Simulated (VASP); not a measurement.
Runs of VASP 6.6.1 on SrTiO3. The structure is that of space group Pm-3m (No. 221), or close to it. The cells are those of the table. 

```tsv
level	cell	smearing	gap on the mesh (eV)	pressure (GPa)
PBE	a = 3.907, b = 3.755 Å, 5 atoms	fermi-dirac 0.02 eV	1.85	13.5
r2SCAN	a = 4.077 Å, 5 atoms	gaussian 0.01 eV	1.97	-17.7
r2SCAN	a = 3.907, b = 3.755 Å, 5 atoms	gaussian 0.01 eV	2.29	(a)
r2SCAN	a = 3.907 Å, 5 atoms	gaussian 0.01 eV	2.27	(c)
PBE	a = 4.077 Å, 5 atoms	fermi-dirac 0.02 eV	1.60	(b)
PBE	a = 3.907 Å, 5 atoms	fermi-dirac 0.02 eV	1.85	4.7
```

Alike in all rows: task single point; potentials or basis VASP PAW PBE potentials, release 64 (Sr_sv, Ti_sv, O); no spin polarisation; k mesh 6 × 6 × 6; cutoff (eV) 520.

Fill in the values left out.

(a) 9.7; (b) -13.8; (c) 0.9.

Caveats: the PAW data sets were made with another functional, which shifts forces and pressure a little (some runs).

A k mesh can miss the band edges, and the runs leave out spin-orbit coupling on Sr.
